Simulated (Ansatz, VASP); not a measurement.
One calculation of GaN, two programs

INCAR

```
PREC = Accurate
ENCUT = 520
EDIFF = 1E-6
ISMEAR = -1
SIGMA = 0.02
LREAL = False
LASPH = True
NELM = 80
ALGO = Normal
ISIF = 2
LWAVE = False
LCHARG = True
GGA = PE
LELF = True
LVHAR = True
NBANDS = 26
```

File KPOINTS:

```
Automatic mesh
0
Gamma
  12 12 6
```

POSCAR

```
GaN
1.0
    3.2786438574      0.0000000000      0.0000000000
   -1.6393219287      2.8393888705      0.0000000000
    0.0000000000      0.0000000000      5.1107055822
Ga N
2 2
Direct
    0.3333333333      0.6666666667     -0.0042250520
    0.6666666667      0.3333333333      0.4957749480
    0.3333333333      0.6666666667      0.3792250520
    0.6666666667      0.3333333333      0.8792250520
```

Input for Ansatz:

```yaml
crystal:
  lattice:
    - [3.2786438574, 0.0, 0.0]
    - [-1.6393219287, 2.8393888705, 0.0]
    - [0.0, 0.0, 5.1107055822]
  atoms:
    - { symbol: Ga, position: [0.3333333333, 0.6666666667, -0.004225052] }
    - { symbol: Ga, position: [0.6666666667, 0.3333333333, 0.495774948] }
    - { symbol: "N", position: [0.3333333333, 0.6666666667, 0.379225052] }
    - { symbol: "N", position: [0.6666666667, 0.3333333333, 0.879225052] }
kpoints:
  mp_grid: { grid: [12, 12, 6] }
  band_path:
    path:
      - [0.0, 0.0, 0.0]
      - [0.5, 0.0, 0.0]
      - [0.3333333333, 0.3333333333, 0.0]
      - [0.0, 0.0, 0.5]
      - [0.5, 0.0, 0.5]
      - [0.3333333333, 0.3333333333, 0.5]
    npoints: 1
hamiltonian:
  xc: pbe
scf:
  occupations: { method: fermi_dirac, width: 0.02 }
  n_extra_bands: 5
output:
  forces: true
  stress: true
  eigenvalues: true
```

Change from the starting cell: epitaxial_xy strain +3.0%.

Alike in both runs: task single point; functional PBE; k mesh 12 × 12 × 6; occupations fermi-dirac, width 0.02 eV; no spin polarisation.

|  | VASP | Ansatz |
| --- | --- | --- |
| version | VASP 6.6.1 | Ansatz 0.2.0 |
| potentials or method | VASP PAW PBE potentials, release 64 (Ga_d, N) | plane waves, PAW |
| plane-wave cutoff (eV) | 520 | 420 |
| valence electrons in the cell | 36 | 36 |

|  | VASP | Ansatz | Ansatz less VASP |
| --- | --- | --- | --- |
| gap on the k mesh at the Fermi level (eV) | 1.56 | 1.56 | -0.004 |
| pressure (GPa) | -1.8 | -1.9 | -0.14 |
| traceless stress, the component that is largest in VASP (GPa) | 7.77 | 7.74 | -0.034 |
| rms of the force components (eV/Å) | 0.015 | 0.017 | +0.0017 |

Atom by atom the forces differ by 0.002 eV/Å (rms over components). The functional is the same, so the differences come from potentials, cutoffs and numerics.
